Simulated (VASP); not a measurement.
A run of VASP 6.6.1 is set up as follows.

The input INCAR:

```
SYSTEM = Cd
ALGO     = Normal         ! electronic algorithm
EDIFF    = 1E-6           ! SCF threshold, eV
ENCUT    = 520            ! plane-wave cutoff, eV
GGA      = PE             ! functional
ISIF     = 2              ! what is computed and relaxed
ISMEAR   = -1             ! smearing method
LASPH    = .TRUE.         ! aspherical terms in the spheres
LCHARG   = .FALSE.        ! write CHGCAR
LREAL    = .FALSE.        ! projectors in reciprocal space
LWAVE    = .FALSE.        ! write WAVECAR
NBANDS   = 19             ! bands
NELM     = 100            ! most SCF steps
PREC     = Accurate       ! precision mode
SIGMA    = 0.05           ! smearing width, eV
```

KPOINTS

```
k-points
0
G
  14 14 8
  0 0 0
```

File POSCAR:

```
Cd
1.0
    3.0615656364      0.0000000000      0.0000000000
   -1.5307828182      2.6513936165      0.0000000000
    0.0000000000      0.0000000000      5.5917793960
Cd
2
Direct
    0.3333333333      0.6666666667      0.2500000000
    0.6666666667      0.3333333333      0.7714600741
```

Potentials or basis: VASP PAW PBE potentials, release 64 (Cd).

The run is started by

```sh
$ cat potpaw_PBE.64/Cd/POTCAR > POTCAR
$ mpirun -np 1 vasp_std > vasp.out
```

Problem. What does it give for the band gap on the k mesh?

Solution. Zero (band 12 reaches 3.69 eV, above the bottom of band 13 at -0.06 eV).

Problem. What does it give for the largest force?

Solution. 0.241 eV/Å.

Problem. What does it give for the pressure?

Solution. 0.5 GPa.

Forces in eV/Å, atoms in the order of the input:
```
Cd   0.000  0.000  0.241
Cd   0.000  0.000 -0.241
```

Caveat: the cell differs from its parent crystal (atom 2 (Cd) moved by [0.0, 0.0, 0.12] A).
